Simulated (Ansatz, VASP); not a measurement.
**One calculation of BaTiO3, two programs**

POSCAR

```
BaTiO3
1.0
   -4.0701268300     -0.0110907100     -4.0589753000
   -0.0111211200     -4.0589854300      0.0000000000
   -4.0478845900      0.0110907100      4.0589753000
Ba Ti O
2 2 6
Direct
    0.0000000000      0.0000000000      0.0000000000
    0.5000000000      0.0000000000      0.5000000000
    0.5147000000      0.5147000000      0.0000000000
    0.0147000000      0.5147000000      0.5000000000
    0.7363500000      0.4912000000      0.7548500000
    0.2363500000      0.4912000000      0.2548500000
    0.7363500000      0.4912000000      0.2451500000
    0.2363500000      0.4912000000      0.7451500000
    0.9912000000      0.9815000000      0.5000000000
    0.4912000000      0.9815000000      0.0000000000
```

Contents of INCAR.step1:

```
SYSTEM = BaTiO3
  PREC = Accurate
  ENCUT = 520
  ISMEAR = -1
  SIGMA = 0.1
  LREAL = .FALSE.
  LASPH = .TRUE.
  NELM = 150
  LMAXMIX = 4
  LDAU = .TRUE.
  LDAUTYPE = 2
  LDAUL = -1 2 -1
  LDAUU = 0 3.13 0
  LDAUJ = 0 0 0
  NBANDS = 51
  GGA = PE
  ALGO = Normal
  EDIFF = 1E-4
  LWAVE = .TRUE.
  LCHARG = .FALSE.
```

Contents of INCAR.step2:

```
SYSTEM = BaTiO3
  PREC = Accurate
  ENCUT = 520
  EDIFF = 1E-6
  ISMEAR = -1
  SIGMA = 0.1
  LREAL = .FALSE.
  LASPH = .TRUE.
  NELM = 150
  ALGO = Normal
  ISIF = 2
  LWAVE = .FALSE.
  LCHARG = .FALSE.
  LMAXMIX = 4
  LDAU = .TRUE.
  LDAUTYPE = 2
  LDAUL = -1 2 -1
  LDAUU = 0 3.13 0
  LDAUJ = 0 0 0
  LDAUPRINT = 1
  METAGGA = R2SCAN
  LMIXTAU = .TRUE.
  NBANDS = 51
  ISTART = 1
```

Contents of KPOINTS:

```
Automatic mesh
0
G
  5 6 5
  0 0 0
```

Input for Ansatz:

```yaml
crystal:
  lattice:
    - [4.07012683, 0.01109071, 4.0589753]
    - [0.01112112, 4.05898543, 0.0]
    - [4.04788459, -0.01109071, -4.0589753]
  atoms:
    - { symbol: Ba, position: [0.0, 0.0, 0.0] }
    - { symbol: Ba, position: [0.5, 0.0, 0.5] }
    - { symbol: Ti, position: [0.4853, 0.4853, 0.0] }
    - { symbol: Ti, position: [0.9853, 0.4853, 0.5] }
    - { symbol: O, position: [0.26365, 0.5088, 0.24515] }
    - { symbol: O, position: [0.76365, 0.5088, 0.74515] }
    - { symbol: O, position: [0.26365, 0.5088, 0.75485] }
    - { symbol: O, position: [0.76365, 0.5088, 0.25485] }
    - { symbol: O, position: [0.0088, 0.0185, 0.5] }
    - { symbol: O, position: [0.5088, 0.0185, 0.0] }
  symmetry: { tolerance: 0.0003 }
kpoints:
  mp_grid: { grid: [5, 6, 5], shift: [0, 0, 0] }
  band_path:
    path:
      - [0.0, 0.0, 0.0]
      - [-1.0, -0.5, 0.0]
      - [-1.0, -0.5, -0.00544973]
      - [-0.00272449, -0.49727469, -0.99727544]
      - [-0.50000019, -2.2e-07, -0.50000016]
      - [0.0, 0.0, 0.0]
      - [0.0, 0.0, -0.99727544]
      - [-0.50136224, -0.49863734, -0.50136259]
      - [-0.49999981, -0.49999978, -0.50000016]
      - [0.0, 0.0, 0.0]
    npoints: 6
magnetization:
  spin_polarized: false
scf:
  occupations: { method: fermi_dirac }
  lower_state_search: "off"
  max_iter: 200
hamiltonian:
  pseudopotentials: { kind: paw }
  xc: r2scan
  hubbard: { projectors: atomic, sites: [{ species: Ti, l: d, u_eff: 3.13 }] }
basis:
  ecutwfc: 500
  fft_grid_basis: typed
output:
  forces: true
  stress: true
  eigenvalues: true
  bader: true
  populations: true
  elf: true
  write_potential: true
  volumetric_format: npy
  dos:
    e_range: [-12, 8]
    de: 0.05
    projected: { site_lists: { Ba: [Ba], O: [O], Ti: [Ti] } }
checkpoint:
  read: saved_state
```

Alike in both runs: task single point; functional r2SCAN; k mesh 5 × 6 × 5; no spin polarisation; Hubbard terms Ti d U = 3.13 eV.

```csv
,VASP,Ansatz
version,VASP 6.6.1,Ansatz 0.2.0
potentials or method,"VASP PAW PBE potentials, release 64 (Ba_sv, Ti_sv, O), cutoff 520 eV",PAW plane waves
occupations,"fermi-dirac, width 0.1 eV",fermi-dirac
valence electrons in the cell,80,80
```

```csv
,VASP,Ansatz,Ansatz less VASP
pressure (GPa),-0.6,-3.2,-2.58
rms of the force components (eV/Å),0.211,0.042,-0.1695
```

VASP's potentials were made for PBE, not for r2SCAN. The programs project onto different local orbitals, so the same U acts differently, and such runs can settle in different states. Ansatz's warnings: structure snapped to symmetry.

Neither program's run includes spin-orbit coupling.
